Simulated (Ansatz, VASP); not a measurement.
## One calculation of ZrBTe, two programs

File INCAR:

```
SYSTEM = ZrBTe
PREC = Accurate ; ENCUT = 520
EDIFF = 1E-7 ; ISMEAR = 1
SIGMA = 0.0102 ; LREAL = .FALSE.
LASPH = .TRUE. ; NELM = 150
ALGO = Normal ; ISIF = 2
LWAVE = .FALSE. ; LCHARG = .FALSE.
ISPIN = 2 ; MAGMOM = 0.03 0.03 0.06 0.06 0.01 0.01
LORBIT = 11 ; LMAXMIX = 4
GGA = RP ; NBANDS = 34
```

Contents of KPOINTS:

```
Automatic mesh
0
G
  5 5 2
  0 0 0
```

Contents of POSCAR:

```
ZrBTe
1.0
    3.5303730000      0.0000000000      0.0000000000
    0.0000000000      3.5303730000      0.0000000000
    0.0000000000      0.0000000000      9.1464400000
B Zr Te
2 2 2
Direct
    0.0000000000      0.0000000000      0.0000000000
    0.5000000000      0.5000000000      0.0000000000
    0.0000000000      0.5000000000      0.2300000000
    0.5000000000      0.0000000000      0.7700000000
    0.0000000000      0.5000000000      0.6400000000
    0.5000000000      0.0000000000      0.3600000000
```

Input for Ansatz:

```yaml
crystal:
  lattice:
    - [3.530373, 0.0, 0.0]
    - [0.0, 3.530373, 0.0]
    - [0.0, 0.0, 9.14644]
  atoms:
    - { symbol: B, position: [0.0, 0.0, 0.0] }
    - { symbol: B, position: [0.5, 0.5, 0.0] }
    - { symbol: Zr, position: [0.0, 0.5, 0.23] }
    - { symbol: Zr, position: [0.5, 0.0, 0.77] }
    - { symbol: Te, position: [0.0, 0.5, 0.64] }
    - { symbol: Te, position: [0.5, 0.0, 0.36] }
  symmetry: { tolerance: 0.0003 }
kpoints:
  mp_grid: { grid: [5, 5, 2], shift: [0, 0, 0] }
magnetization:
  spin_polarized: true
scf:
  occupations: { method: cold, width: 0.0102 }
hamiltonian:
  pseudopotentials: { kind: paw }
  xc: rpbe
basis:
  ecutwfc: 420
  xc_grid: 1
output:
  forces: true
  stress: true
  eigenvalues: true
```

Alike in both runs: task single point; functional RPBE; k mesh 5 × 5 × 2; collinear spin.

|  | VASP | Ansatz |
| --- | --- | --- |
| version | VASP 6.6.1 | Ansatz 0.2.0 |
| potentials or method | VASP PAW PBE potentials, release 64 (B, Zr_sv, Te), cutoff 520 eV | PAW plane waves |
| occupations | methfessel-paxton of order 1, width 0.0102 eV | cold, width 0.0102 eV |
| valence electrons in the cell | 42 | 62 |

VASP gave:

```
gap on the k mesh at the Fermi level (eV)                     : none
pressure (GPa)                                                : 4.7
traceless stress, the component that is largest in VASP (GPa) : -9.51
rms of the force components (eV/Å)                            : 1.078
net moment per atom (μB)                                      : 0.05
size of the moment on the site where the two differ most (μB) : 0.02
```

Q: What did Ansatz give for the same quantities?

A: gap on the k mesh at the Fermi level (eV): none; pressure (GPa): 4.7; traceless stress, the component that is largest in VASP (GPa): -9.47; rms of the force components (eV/Å): 1.080; net moment per atom (μB): 0.05; size of the moment on the site where the two differ most (μB): 0.03.

VASP's potentials were made for PBE, not for RPBE. Site moments also hang on the region over which each program counts them. Atom by atom the forces differ by 0.002 eV/Å (rms over components). A gap of «none» marks a metal or a gap that the smearing closes. VASP's potentials hold 42 valence electrons a cell and Ansatz's 62, so a difference there can come from the potentials and not from the codes. Ansatz's warnings: no starting moments, stability check not made.

Neither program's run includes spin-orbit coupling.
